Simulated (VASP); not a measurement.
The system is PbS.

```
Pb S
1.0
     2.06599   -5.95109    0.00000
     2.06599    5.95109    0.00000
     0.00000    0.00000    4.25060
Pb S
2 2
Direct
  0.13056 0.86944 0.25000
  0.86944 0.13056 0.75000
  0.35480 0.64520 0.25000
  0.64520 0.35480 0.75000
```

Program: VASP 6.6.1. Alike in all runs: task single point; no spin polarisation; cell as given; k mesh 7 × 7 × 6; cutoff (eV) 520; smearing fermi-dirac 0.05 eV.

Problem. Order these runs on this cell by their pressure, lowest first.
A. level LDA; potentials or basis VASP PAW LDA potentials, release 64 (Pb_d, S)
B. level RPBE; potentials or basis VASP PAW PBE potentials, release 64 (Pb_d, S)
C. level BLYP+D3(BJ); potentials or basis VASP PAW PBE potentials, release 64 (Pb_d, S)

Solution. A (-2.5 GPa), C (1.1 GPa), B (4.1 GPa).

Caveats: the PAW data sets were made with another functional, which shifts forces and pressure a little (some runs).
